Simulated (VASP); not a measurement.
# Bi (I4/mmm) in VASP: a series of runs

Runs on Bi. Level: LDA. Tasks: single point.

Everything below comes from runs of VASP 6.6.1. Logs are shortened: lines on timing, memory, paths and dates and some standing lists are left out, and cuts for length are marked.

### 1 The cell of the first run

The structure is tetragonal, space group I4/mmm (No. 139). The conventional cell has a = 8.941 Å, b = 8.941 Å, c = 3.004 Å, α = 90.00°, β = 90.00°, γ = 90.00°. Within 4.0 Å of Bi (site symmetry 4/mmm) lie 2 Bi at 3.00 Å.

### 2 Single point, LDA (strain +0.050 along x and y, +0.050 along z)

Contents of INCAR:

```
  ALGO = Fast
  EDIFF = 1E-6
  ENCUT = 520
  ISIF = 2
  ISMEAR = 0
  LASPH = T
  LCHARG = T
  LELF = T
  LREAL = F
  LVHAR = T
  LWAVE = F
  NBANDS = 14
  NELM = 80
  PREC = Accurate
  SIGMA = 0.05
```

Contents of KPOINTS:

```
k-points
0
Gamma
  10 10 10
```

Contents of POSCAR:

```
Bi
1.0
   -4.4703561000      4.4703561000      1.5020922000
    4.4703561000     -4.4703561000      1.5020922000
    4.4703561000      4.4703561000     -1.5020922000
Bi
1
Direct
    0.0000000000      0.0000000000      0.0000000000
```

Potentials or basis: VASP PAW LDA potentials, release 64 (Bi_d).

Run with:

```bash
cat potpaw_LDA.64/Bi_d/POTCAR > POTCAR
mpirun -np 1 vasp_std > vasp.out
```

OUTCAR:

```text
EDIFF = 1E-6
   ENCUT = 520
   ISIF = 2
   ISMEAR = 0
   LASPH = T
   LREAL = F
   NELM = 80
   PREC = Accurate

 ion  position               nearest neighbor table
   1  0.000  0.000  0.000-

  LATTYP: Found a body centered tetragonal cell.
 ALAT       =     8.9407122000
 C/A-ratio  =     0.3360117553

  Lattice vectors:

 A1 = (  -4.4703561000,   4.4703561000,   1.5020922000)
 A2 = (   4.4703561000,  -4.4703561000,   1.5020922000)
 A3 = (   4.4703561000,   4.4703561000,  -1.5020922000)

Analysis of symmetry for initial positions (statically):
=====================================================================
 Subroutine PRICEL returns:
 Original cell was already a primitive cell.

 Routine SETGRP: Setting up the symmetry group for a
 body centered tetragonal supercell.

 Subroutine GETGRP returns: Found 16 space group operations
 (whereof 16 operations were pure point group operations)
 out of a pool of 16 trial point group operations.

The static configuration has the point symmetry D_4h.

Analysis of symmetry for dynamics (positions and initial velocities):
=====================================================================
 Subroutine PRICEL returns:
 Original cell was already a primitive cell.

 Routine SETGRP: Setting up the symmetry group for a
 body centered tetragonal supercell.

 Subroutine GETGRP returns: Found 16 space group operations
 (whereof 16 operations were pure point group operations)
 out of a pool of 16 trial point group operations.

The dynamic configuration has the point symmetry D_4h.

 Subroutine INISYM returns: Found 16 space group operations
 (whereof 16 operations are pure point group operations),
 and found     1 'primitive' translations

----------------------------------------------------------------------------------------

                                     Primitive cell

  volume of cell :     120.0717

  direct lattice vectors                    reciprocal lattice vectors
    -4.470356100  4.470356100  1.502092200     0.000000000  0.111847913  0.332869048
     4.470356100 -4.470356100  1.502092200     0.111847913  0.000000000  0.332869048
     4.470356100  4.470356100 -1.502092200     0.111847913  0.111847913  0.000000000

  length of vectors
     6.498034187  6.498034187  6.498034187     0.351157740  0.351157740  0.158176835

  position of ions in fractional coordinates (direct lattice)
     0.000000000  0.000000000  0.000000000

  ion indices of the primitive-cell ions
   primitive index   ion index
                 1           1

----------------------------------------------------------------------------------------

 KPOINTS: k-points

Automatic generation of k-mesh.
 Grid dimensions read from file:
 generate k-points for:   10   10   10

 Generating k-lattice:

  Cartesian coordinates                     Fractional coordinates (reciprocal lattice)
     0.000000000  0.011184791  0.033286905     0.100000000  0.000000000  0.000000000
     0.011184791  0.000000000  0.033286905     0.000000000  0.100000000  0.000000000
     0.011184791  0.011184791  0.000000000     0.000000000  0.000000000  0.100000000

  Length of vectors
     0.035115774  0.035115774  0.015817684

  Shift w.r.t. Gamma in fractional coordinates (k-lattice)
     0.000000000  0.000000000  0.000000000

 Subroutine IBZKPT returns following result:
 ===========================================

 Found    102 irreducible k-points:

 Following reciprocal coordinates:
            Coordinates               Weight
  0.000000  0.000000  0.000000      1.000000
  0.100000 -0.000000  0.000000      8.000000
  0.200000 -0.000000  0.000000      8.000000
  0.300000  0.000000 -0.000000      8.000000
  0.400000  0.000000 -0.000000      8.000000
  0.500000  0.000000  0.000000      4.000000
[... 16 lines left out ...]
  0.300000  0.300000 -0.000000      8.000000
  0.400000  0.300000 -0.000000     16.000000
 [... further k-points ...]
   k-points           NKPTS =    102   k-points in BZ     NKDIM =    102   number of bands    NBANDS=     14
   number of dos      NEDOS =    301   number of ions     NIONS =      1
   total plane-waves  NPLWV = 110592
   dimension x,y,z NGX =    48 NGY =   48 NGZ =   48
   dimension x,y,z NGXF=    96 NGYF=   96 NGZF=   96
   ions per type =               1
   NGX,Y,Z   is equivalent  to a cutoff of  12.28, 12.28, 12.28 a.u.
   NGXF,Y,Z  is equivalent  to a cutoff of  24.56, 24.56, 24.56 a.u.
 SYSTEM =  unknown system
   PREC   = accura    normal or accurate (medium, high low for compatibility)
   ISTART =      0    job   : 0-new  1-cont  2-samecut
   ICHARG =      2    charge: 1-file 2-atom 10-const
   ISPIN  =      1    spin polarized calculation?
   LNONCOLLINEAR =      F non collinear calculations
   LSORBIT =      F    spin-orbit coupling
   LASPH  =      T    aspherical Exc in radial PAW
   ENCUT  =  520.0 eV  38.22 Ry    6.18 a.u.  12.08 12.08 12.08*2*pi/ulx,y,z
   NELM   =     80;   NELMIN=  2; NELMDL= -5     # of ELM steps
   EDIFF  = 0.1E-05   stopping-criterion for ELM
   LREAL  =      F    real-space projection
   EDIFFG = 0.1E-04   stopping-criterion for IOM
   NSW    =      0    number of steps for IOM
   IBRION =     -1    ionic relax: 0-MD 1-quasi-New 2-CG
   NFREE  =      0    steps in history (QN), initial steepest desc. (CG)
   ISIF   =      2    stress and relaxation
   ISYM   =      2    0-nonsym 1-usesym 2-fastsym
   POTIM  = 0.5000    time-step for ionic-motion
   TEBEG  =    0.0;   TEEND  =   0.0 temperature during run
   PSTRESS=    0.0 pullay stress
   NELECT =      15.0000    total number of electrons
   NUPDOWN=      -1.0000    fix difference up-down
   EMIN   =  10.00;   EMAX   =-10.00  energy-range for DOS
   EFERMI =   0.00;   METHOD = LEGACY
   ISMEAR =     0;   SIGMA  =   0.05  broadening in eV -4-tet -1-fermi 0-gaus
   EFERMI_NEDOS =   21; number of points for ismear=-14 and -15
   IALGO  =     68    algorithm
   IMIX   =      4    mixing-type and parameters
     AMIX     =   0.40;   BMIX     =  1.00
     AMIX_MAG =   1.60;   BMIX_MAG =  1.00
  volume/ion in A,a.u.               =     120.07       810.28
  Fermi-wavevector in a.u.,A,eV,Ry     =   0.818386  1.546526  9.112584  0.669756
  Thomas-Fermi vector in A             =   1.929004
   LORBIT       =      0    0 simple, 1 ext, 2 COOP (PROOUT), +10 PAW based schemes
   GGA     = CA    functional components
   LHFCALC =     F    Hartree Fock is set to
   AEXX    =    0.0000 exact exchange contribution
   IVDW    =     0    specifies the selected vdW correction
   LEPSILON=     F    determine dielectric tensor
   LRPA    =     F    only Hartree local field effects (RPA)
 non-spin polarized calculation
 RMM-DIIS sequential band-by-band and
 Gauss-broadening in eV      SIGMA  =   0.05
  energy-cutoff  :      520.00
  volume of cell :      120.07
 maximum number of plane-waves:      3263
   NGX = 25   NGY = 25   NGZ = 25

 number of electron      15.0000002 magnetization

 Free energy of the ion-electron system (eV)
  ---------------------------------------------------
  ext. energy  EPLUGINS =         0.00000000
  ---------------------------------------------------
  free energy    TOTEN  =        -2.98172407 eV

  energy without entropy =       -2.97925105  energy(sigma->0) =       -2.98048756

 E-fermi :  -1.6240     XC(G=0):  -4.7517

 val. band max:       -1.6779283835   @ k =  -0.1000  -0.2000   0.1000
 cond. band min:      -1.5965107341   @ k =   0.4000   0.3000   0.1000
 fundamental gap:      0.0814176494
 Fermi energy:        -1.6240374338

 k-point     1 :       0.0000    0.0000    0.0000
  band No.  band energies     occupation
      1     -24.2989      2.00000
      2     -24.1045      2.00000
      3     -24.1044      2.00000
      4     -23.8943      2.00000
      5     -23.8943      2.00000
      6     -12.9485      2.00000
      7      -2.8097      2.00000
      8      -2.8097      2.00000
      9       1.1123      0.00000
     10       2.8691      0.00000
     11       5.2489      0.00000
     12       5.8027      0.00000
     13       5.8027      0.00000
     14       5.8457      0.00000

 k-point     2 :       0.1000   -0.0000    0.0000
  band No.  band energies     occupation
      1     -24.2443      2.00000
      2     -24.1025      2.00000
      3     -24.1024      2.00000
      4     -23.9138      2.00000
      5     -23.9137      2.00000
      6     -12.7876      2.00000
      7      -2.6384      2.00000
      8      -2.6368      2.00000
      9       1.3065      0.00000
     10       3.0547      0.00000
     11       4.0628      0.00000
     12       5.1727      0.00000
     13       5.9928      0.00000
     14       6.0020      0.00000

 k-point     3 :       0.2000   -0.0000    0.0000
  band No.  band energies     occupation
      1     -24.1009      2.00000
      2     -24.0972      2.00000
      3     -24.0971      2.00000
      4     -23.9642      2.00000
      5     -23.9642      2.00000
      6     -12.3058      2.00000
      7      -2.1446      2.00000
      8      -2.1387      2.00000
      9       1.0367      0.00000
     10       2.0123      0.00000
     11       3.6090      0.00000
     12       5.2117      0.00000
     13       6.5275      0.00000
     14       6.5337      0.00000
[... 324 lines left out ...]
 k-point    23 :       0.3000    0.3000   -0.0000
  band No.  band energies     occupation
      1     -24.0854      2.00000
      2     -24.0854      2.00000
      3     -24.0749      2.00000
      4     -24.0749      2.00000
      5     -23.7770      2.00000
      6     -10.5949      2.00000
      7      -3.8775      2.00000
      8      -0.6874      0.00000
      9      -0.5490      0.00000
     10       4.7145      0.00000
     11       4.7337      0.00000
     12       5.6221      0.00000
     13       5.7540      0.00000
     14       7.5625      0.00000

 k-point    24 :       0.4000    0.3000   -0.0000
  band No.  band energies     occupation
      1     -24.0907      2.00000
      2     -24.0906      2.00000
      3     -24.0257      2.00000
      4     -24.0257      2.00000
      5     -23.9223      2.00000
      6     -11.5239      2.00000
      7      -1.6832      1.90550
      8      -1.5891      0.32361
      9      -1.3672      0.00000
     10       3.7466      0.00000
     11       4.3221      0.00000
     12       5.3957      0.00000
     13       6.7541      0.00000
     14       6.9134      0.00000

 [... further k-points ...]

------------------------ aborting loop because EDIFF is reached ----------------------------------------

  FORCE on cell =-STRESS in cart. coord.  units (eV):
  Direction    XX          YY          ZZ          XY          YZ          ZX
  --------------------------------------------------------------------------------------
  -------------------------------------------------------------------------------------
  Total       -0.0844820     -0.0844820     -1.7418802      0.0000000      0.0000000      0.0000000
  in kB       -1.1272853     -1.1272853    -23.2427787      0.0000000      0.0000000      0.0000000
  external PRESSURE =      -8.4991165 kB  Pullay stress =       0.0000000 kB

 VOLUME and BASIS-vectors are now :
 -----------------------------------------------------------------------------
  energy-cutoff  :      520.00
  volume of cell :      120.07
      direct lattice vectors                 reciprocal lattice vectors
    -4.470356100  4.470356100  1.502092200     0.000000000  0.111847913  0.332869048
     4.470356100 -4.470356100  1.502092200     0.111847913  0.000000000  0.332869048
     4.470356100  4.470356100 -1.502092200     0.111847913  0.111847913  0.000000000

 POSITION                                       TOTAL-FORCE (eV/Angst)
 -----------------------------------------------------------------------------------
      0.00000      0.00000      0.00000         0.000000      0.000000      0.000000
 -----------------------------------------------------------------------------------
    total drift:                               -0.000000      0.000000      0.000000

  FREE ENERGIE OF THE ION-ELECTRON SYSTEM (eV)
  ---------------------------------------------------
  free  energy   TOTEN  =        -2.9817240734 eV

  energy  without entropy=       -2.9792510478  energy(sigma->0) =       -2.98048756
```

Wall time 6.6 min (1 thread of Intel Xeon 8259CL, shared host); peak memory 0.35 GiB.

What came out:

| Item | Value |
| --- | --- |
| Free energy | -2.9817 eV |
| Pressure | -0.8 GPa |
| Band gap on the k mesh | zero (an odd number of electrons rules out a gap without spin polarisation) |

Levels at points of the mesh, in eV from the Fermi level:
```tsv
k point	band 5	band 6	band 7	band 8	band 9	band 10	band 11	band 12
(0.00, 0.00, 0.00)	-22.27	-11.32	-1.19	-1.19	2.74	4.49	6.87	7.43
(0.50, 0.00, 0.00)	-22.10	-8.45	-3.21	1.49	1.49	5.83	6.02	7.69
(0.50, 0.50, 0.00)	-22.27	-11.32	-1.47	-1.16	3.69	4.77	5.59	7.12
(0.50, 0.50, 0.50)	-22.27	-11.31	-1.43	-1.43	3.91	6.01	6.01	6.39
```

Caveat: the cell differs from its parent crystal (strain +0.050 along x and y, +0.050 along z); spin-orbit coupling is left out, which moves the levels of the heavy elements.

### 3 Single point, LDA (strain -0.050 along x and y, -0.050 along z)

Contents of INCAR:

```
SYSTEM = Bi
  PREC = Accurate
  ENCUT = 520
  EDIFF = 1E-6
  ISMEAR = 0
  SIGMA = 0.05
  LREAL = .False.
  LASPH = .True.
  NELM = 60
  ALGO = Normal
  ISIF = 2
  LWAVE = .False.
  LCHARG = .True.
  GGA = CA
  LELF = .True.
  LVHAR = .True.
  NBANDS = 14
```

Contents of KPOINTS:

```
regular mesh
0
Gamma
  10 10 10
  0 0 0
```

Contents of POSCAR:

```
Bi
1.0
   -4.0446079000      4.0446079000      1.3590358000
    4.0446079000     -4.0446079000      1.3590358000
    4.0446079000      4.0446079000     -1.3590358000
Bi
1
Direct
    0.0000000000      0.0000000000      0.0000000000
```

Potentials or basis: VASP PAW LDA potentials, release 64 (Bi_d).

Run with:

```bash
cat potpaw_LDA.64/Bi_d/POTCAR > POTCAR
mpirun -np 1 vasp_std > vasp.out
```

It took 5 min on 1 thread of Intel Xeon 8259CL, shared host; peak memory 0.31 GiB.

It converged, with:

| Property | Result |
| --- | --- |
| Free energy | -3.0952 eV |
| Pressure | 0.4 GPa |
| Band gap on the k mesh | zero (an odd number of electrons rules out a gap without spin polarisation) |

Stress tensor (GPa, compression positive):
```
-0.59  0.00  0.00
 0.00 -0.59  0.00
 0.00  0.00  2.32
```

Levels at points of the mesh, in eV from the Fermi level:
| k point | band 6 | band 7 | band 8 | band 9 | band 10 | band 11 |
| --- | --- | --- | --- | --- | --- | --- |
| (0.00, 0.00, 0.00) | -12.51 | -1.84 | -1.84 | 2.43 | 4.32 | 7.38 |
| (0.50, 0.00, 0.00) | -7.84 | -4.56 | 1.99 | 2.01 | 6.09 | 6.32 |
| (0.50, 0.50, 0.00) | -12.49 | -2.32 | -1.79 | 3.59 | 4.91 | 5.71 |
| (0.50, 0.50, 0.50) | -12.48 | -2.24 | -2.24 | 3.59 | 6.54 | 6.54 |

Caveat: the cell differs from its parent crystal (strain -0.050 along x and y, -0.050 along z); spin-orbit coupling is left out, which moves the levels of the heavy elements.

[end of part 1 of 2]

The gap in the log of VASP goes by the Fermi energy; the results here count the filled bands.